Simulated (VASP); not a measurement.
# Ir (P6/mmm) in VASP: notebook

The runs below take Ir through single point, with PBE.

Everything below comes from runs of VASP 6.6.1. Logs are shortened: lines on timing, memory, paths and dates and some standing lists are left out, and cuts for length are marked.

## (1) The cell of the first run

The structure is hexagonal, space group P6/mmm (No. 191). The conventional cell has a = 4.312 Å, b = 4.312 Å, c = 2.649 Å, α = 90.00°, β = 90.00°, γ = 120.00°. Within 3.5 Å of Ir (site symmetry 6/mmm) lie 14 Ir at 2.65 to 2.82 Å. Within 3.3 Å of Ir (site symmetry -6m2) lie 11 Ir at 2.49 to 2.82 Å.

## (2) Single point, PBE (volume scaled by 0.95)

The input, INCAR:

```
SYSTEM = Ir
  PREC = Accurate
  ENCUT = 500
  EDIFF = 1E-6
  ISMEAR = -1
  SIGMA = 0.08
  LREAL = .FALSE.
  LASPH = .TRUE.
  NELM = 120
  ALGO = Normal
  ISIF = 2
  LWAVE = .FALSE.
  LCHARG = .TRUE.
  GGA = PE
  LELF = .TRUE.
  LVHAR = .TRUE.
  NBANDS = 20
  GGA_COMPAT = .FALSE.
```

The input, KPOINTS:

```
regular mesh
0
G
  8 8 11
  0 0 0
```

The input, POSCAR:

```
Ir
1.0
    4.3118554429      0.0000000000      0.0000000000
   -2.1559277214      3.7341763510      0.0000000000
    0.0000000000      0.0000000000      2.6494535959
Ir
3
Direct
    0.0000000000      0.0000000000      0.0000000000
    0.3333333333      0.6666666667      0.5000000000
    0.6666666667      0.3333333333      0.5000000000
```

Potentials or basis: VASP PAW PBE potentials, release 64 (Ir).

Started as:

```console
$ cat potpaw_PBE.64/Ir/POTCAR > POTCAR
$ mpirun -np 1 vasp_std > vasp.out
```

OUTCAR:

```text
SYSTEM = Ir
   PREC = Accurate
   ENCUT = 500
   EDIFF = 1E-6
   ISMEAR = -1
   LREAL = .FALSE.
   LASPH = .TRUE.
   NELM = 120
   ISIF = 2
   GGA = PE

 ion  position               nearest neighbor table
   1  0.000  0.000  0.000-   2 2.82   3 2.82   2 2.82   3 2.82   2 2.82   2 2.82   3 2.82   3 2.82
                             3 2.82   3 2.82   2 2.82   2 2.82
   2  0.333  0.667  0.500-   3 2.49   3 2.49   3 2.49   1 2.82   1 2.82   1 2.82   1 2.82   1 2.82
                             1 2.82
   3  0.667  0.333  0.500-   2 2.49   2 2.49   2 2.49   1 2.82   1 2.82   1 2.82   1 2.82   1 2.82
                             1 2.82

  LATTYP: Found a hexagonal cell.
 ALAT       =     4.3118554429
 C/A-ratio  =     0.6144578896

  Lattice vectors:

 A1 = (   4.3118554429,   0.0000000000,   0.0000000000)
 A2 = (  -2.1559277214,   3.7341763510,   0.0000000000)
 A3 = (   0.0000000000,   0.0000000000,   2.6494535959)

Analysis of symmetry for initial positions (statically):
=====================================================================
 Subroutine PRICEL returns:
 Original cell was already a primitive cell.

 Routine SETGRP: Setting up the symmetry group for a
 hexagonal supercell.

 Subroutine GETGRP returns: Found 24 space group operations
 (whereof 24 operations were pure point group operations)
 out of a pool of 24 trial point group operations.

The static configuration has the point symmetry D_6h.

Analysis of symmetry for dynamics (positions and initial velocities):
=====================================================================
 Subroutine PRICEL returns:
 Original cell was already a primitive cell.

 Routine SETGRP: Setting up the symmetry group for a
 hexagonal supercell.

 Subroutine GETGRP returns: Found 24 space group operations
 (whereof 24 operations were pure point group operations)
 out of a pool of 24 trial point group operations.

The dynamic configuration has the point symmetry D_6h.

 Subroutine INISYM returns: Found 24 space group operations
 (whereof 24 operations are pure point group operations),
 and found     1 'primitive' translations

----------------------------------------------------------------------------------------

                                     Primitive cell

  volume of cell :      42.6595

  direct lattice vectors                    reciprocal lattice vectors
     4.311855443  0.000000000  0.000000000     0.231918721  0.133898336  0.000000000
    -2.155927721  3.734176351  0.000000000     0.000000000  0.267796672  0.000000000
[... 80 lines left out ...]
   ICHARG =      2    charge: 1-file 2-atom 10-const
   ISPIN  =      1    spin polarized calculation?
   LNONCOLLINEAR =      F non collinear calculations
   LSORBIT =      F    spin-orbit coupling
   LASPH  =      T    aspherical Exc in radial PAW
   ENCUT  =  500.0 eV  36.75 Ry    6.06 a.u.   7.86  7.86  4.83*2*pi/ulx,y,z
   NELM   =    120;   NELMIN=  2; NELMDL= -5     # of ELM steps
   EDIFF  = 0.1E-05   stopping-criterion for ELM
   LREAL  =      F    real-space projection
   EDIFFG = 0.1E-04   stopping-criterion for IOM
   NSW    =      0    number of steps for IOM
   IBRION =     -1    ionic relax: 0-MD 1-quasi-New 2-CG
   NFREE  =      0    steps in history (QN), initial steepest desc. (CG)
   ISIF   =      2    stress and relaxation
   ISYM   =      2    0-nonsym 1-usesym 2-fastsym
   POTIM  = 0.5000    time-step for ionic-motion
   TEBEG  =    0.0;   TEEND  =   0.0 temperature during run
   PSTRESS=    0.0 pullay stress
   NELECT =      27.0000    total number of electrons
   NUPDOWN=      -1.0000    fix difference up-down
   EMIN   =  10.00;   EMAX   =-10.00  energy-range for DOS
   EFERMI =   0.00;   METHOD = LEGACY
   ISMEAR =    -1;   SIGMA  =   0.08  broadening in eV -4-tet -1-fermi 0-gaus
   EFERMI_NEDOS =   21; number of points for ismear=-14 and -15
   IALGO  =     38    algorithm
   IMIX   =      4    mixing-type and parameters
     AMIX     =   0.40;   BMIX     =  1.00
     AMIX_MAG =   1.60;   BMIX_MAG =  1.00
  volume/ion in A,a.u.               =      14.22        95.96
  Fermi-wavevector in a.u.,A,eV,Ry     =   1.405587  2.656174 26.880677  1.975674
  Thomas-Fermi vector in A             =   2.528033
   LORBIT       =      0    0 simple, 1 ext, 2 COOP (PROOUT), +10 PAW based schemes
   GGA     = PE    functional components
   LHFCALC =     F    Hartree Fock is set to
   AEXX    =    0.0000 exact exchange contribution
   IVDW    =     0    specifies the selected vdW correction
   LEPSILON=     F    determine dielectric tensor
   LRPA    =     F    only Hartree local field effects (RPA)
 non-spin polarized calculation
  energy-cutoff  :      500.00
  volume of cell :       42.66
 maximum number of plane-waves:      1095
 NGX is ok and might be reduce to    32
   NGX = 15   NGY = 15   NGZ =  9

 number of electron      27.0000002 magnetization

 Free energy of the ion-electron system (eV)
  ---------------------------------------------------
  ext. energy  EPLUGINS =         0.00000000
  ---------------------------------------------------
  free energy    TOTEN  =       -25.46711371 eV

  energy without entropy =      -25.36868082  energy(sigma->0) =      -25.41789726

 E-fermi :  10.3377     XC(G=0): -13.9378

 val. band max:       10.3368118499   @ k =   0.2500   0.0000   0.0000
 cond. band min:      10.3430774680   @ k =   0.2500   0.2500   0.3636
 fundamental gap:      0.0062656181
 Fermi energy:        10.3376518190

 k-point     1 :       0.0000    0.0000    0.0000
  band No.  band energies     occupation
      1      -0.7393      2.00000
      2       2.9343      2.00000
      3       5.2903      2.00000
      4       5.6193      2.00000
      5       5.6193      2.00000
      6       5.6344      2.00000
[... 541 lines left out ...]
     19      17.7357      0.00000
     20      22.3643      0.00000

 [... further k-points ...]
[... 5 lines left out ...]
  --------------------------------------------------------------------------------------
  -------------------------------------------------------------------------------------
  Total        5.1510457      5.1510457      5.0955859      0.0000000      0.0000000      0.0000000
  in kB      193.4597644    193.4597644    191.3768384      0.0000000      0.0000000      0.0000000
  external PRESSURE =     192.7654557 kB  Pullay stress =       0.0000000 kB

 VOLUME and BASIS-vectors are now :
 -----------------------------------------------------------------------------
  energy-cutoff  :      500.00
  volume of cell :       42.66
      direct lattice vectors                 reciprocal lattice vectors
     4.311855443  0.000000000  0.000000000     0.231918721  0.133898336  0.000000000
    -2.155927721  3.734176351  0.000000000     0.000000000  0.267796672  0.000000000
     0.000000000  0.000000000  2.649453596     0.000000000  0.000000000  0.377436314

 POSITION                                       TOTAL-FORCE (eV/Angst)
 -----------------------------------------------------------------------------------
      0.00000      0.00000      0.00000        -0.000000      0.000000      0.000000
     -0.00000      2.48945      1.32473        -0.000000     -0.000000      0.000000
      2.15593      1.24473      1.32473         0.000000     -0.000000     -0.000000
 -----------------------------------------------------------------------------------
    total drift:                               -0.000000      0.000000      0.000000

  FREE ENERGIE OF THE ION-ELECTRON SYSTEM (eV)
  ---------------------------------------------------
  free  energy   TOTEN  =       -25.4671137072 eV

  energy  without entropy=      -25.3686808183  energy(sigma->0) =      -25.41789726
```

stdout:

```text
POSCAR found type information on POSCAR Ir
 POSCAR found :  1 types and       3 ions
 scaLAPACK will be used
 LDA part: xc-table for (Slater+PW92), standard interpolation
 POSCAR, INCAR and KPOINTS ok, starting setup
 FFT: planning ... GRIDC
 FFT: planning ... GRID_SOFT
 FFT: planning ... GRID
 WAVECAR not read
 entering main loop
```

Run time: 23 s. Hardware: 1 thread of Intel Xeon 6975P-C (Granite Rapids), shared host; peak memory 0.17 GiB.

Results:

```yaml
Free_energy: -25.4671 eV
Pressure: 19.3 GPa
```

Caveat: spin-orbit coupling is left out, which moves the levels of the heavy elements.

## (3) Single point, PBE (volume scaled by 0.95)

The input, INCAR:

```
ALGO = Normal ; EDIFF = 1E-6
ENCUT = 500 ; GGA = PE
GGA_COMPAT = F ; ISIF = 2
ISMEAR = -1 ; LASPH = T
LCHARG = T ; LELF = T
LREAL = F ; LVHAR = T
LWAVE = F ; NBANDS = 20
NELM = 120 ; PREC = Accurate
SIGMA = 0.08
```

The input, KPOINTS:

```
k-points
0
Gamma
  8 8 11
```

POSCAR is that of step 2.

Potentials or basis: VASP PAW PBE potentials, release 64 (Ir).

Started as:

```console
$ cat potpaw_PBE.64/Ir/POTCAR > POTCAR
$ mpirun -np 1 vasp_std > vasp.out
```

Wall time 22 s (1 thread of Intel Xeon 6975P-C (Granite Rapids), shared host); peak memory 0.18 GiB.

Results (log left out):

```yaml
Free_energy: -25.4671 eV
Pressure: 19.3 GPa
```

Stress tensor (GPa, compression positive):
```
19.35  0.00  0.00
 0.00 19.35  0.00
 0.00  0.00 19.14
```

Levels at points of the mesh, in eV from the Fermi level:
| k point | band 12 | band 13 | band 14 | band 15 | band 16 | band 17 |
| --- | --- | --- | --- | --- | --- | --- |
| (0.00, 0.00, 0.00) | -2.12 | -2.07 | -2.07 | 1.22 | 1.22 | 6.25 |
| (0.50, 0.00, 0.00) | -0.58 | -0.33 | 0.24 | 0.25 | 0.32 | 0.36 |

Caveat: spin-orbit coupling is left out, which moves the levels of the heavy elements.

(Part 1 of 2 ends here.)
